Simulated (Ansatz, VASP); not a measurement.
# Ge: VASP beside Ansatz

File INCAR:

```
SYSTEM = Ge
PREC     = Accurate       ! precision mode
ENCUT    = 520            ! plane-wave cutoff, eV
EDIFF    = 1E-6           ! SCF threshold, eV
ISMEAR   = -1             ! smearing method
SIGMA    = 0.05           ! smearing width, eV
LREAL    = .False.        ! projectors in reciprocal space
LASPH    = .True.         ! aspherical terms in the spheres
NELM     = 60             ! most SCF steps
ALGO     = Normal         ! electronic algorithm
ISIF     = 2              ! what is computed and relaxed
LWAVE    = .False.        ! write WAVECAR
LCHARG   = .True.         ! write CHGCAR
GGA      = PS             ! functional
LELF     = .True.         ! ELF
LVHAR    = .True.       
NBANDS   = 36             ! bands
```

File KPOINTS:

```
Automatic mesh
0
Gamma
  8 8 4
  0 0 0
```

File POSCAR:

```
Ge
1.0
    4.0501916895      0.0000000000      0.0000000000
   -2.0250958448      3.5075688934      0.0000000000
    0.0000000000      0.0000000000      6.6862218294
Ge
4
Direct
    0.3333333333      0.6666666667      0.9370987500
    0.6666666667      0.3333333333      0.4370987500
    0.3333333333      0.6666666667      0.5629012500
    0.6666666667      0.3333333333      0.0629012500
```

input.yaml

```yaml
crystal:
  lattice:
    - [4.0501916895, 0.0, 0.0]
    - [-2.0250958448, 3.5075688934, 0.0]
    - [0.0, 0.0, 6.6862218294]
  atoms:
    - { symbol: Ge, position: [0.3333333333, 0.6666666667, 0.93709875] }
    - { symbol: Ge, position: [0.6666666667, 0.3333333333, 0.43709875] }
    - { symbol: Ge, position: [0.3333333333, 0.6666666667, 0.56290125] }
    - { symbol: Ge, position: [0.6666666667, 0.3333333333, 0.06290125] }
kpoints:
  mp_grid: { grid: [8, 8, 4] }
scf:
  occupations: { method: fermi_dirac, width: 0.05 }
hamiltonian:
  xc: pbesol
  pseudopotentials: { kind: all_electron, lapw: { basis_error: 0.001 } }
output:
  forces: true
  stress: true
  eigenvalues: true
```

Change from the starting cell: volume scaled by 1.04.

Alike in both runs: task single point; functional PBEsol; k mesh 8 × 8 × 4; occupations fermi-dirac, width 0.05 eV; no spin polarisation.

|  | VASP | Ansatz |
| --- | --- | --- |
| version | VASP 6.6.1 | Ansatz 0.2.0 |
| potentials or method | VASP PAW PBE potentials, release 64 (Ge_d), cutoff 520 eV | all-electron LAPW, scalar-relativistic |

Ansatz gave:

- gap on the k mesh at the Fermi level (eV): 0.11
- least direct gap on the mesh (eV): 0.19
- pressure (GPa): -2.4
- traceless stress, the component that is largest in VASP (GPa): -0.22
- rms of the force components (eV/Å): 0.006

Task: Which values does VASP return?

Result: gap on the k mesh at the Fermi level (eV): 0.11; least direct gap on the mesh (eV): 0.19; pressure (GPa): -2.5; traceless stress, the component that is largest in VASP (GPa): -0.22; rms of the force components (eV/Å): 0.005.

VASP's potentials were made for PBE, not for PBEsol. Atom by atom the forces differ by 0.000 eV/Å (rms over components). Ansatz ran all-electron here, and VASP with PAW potentials.
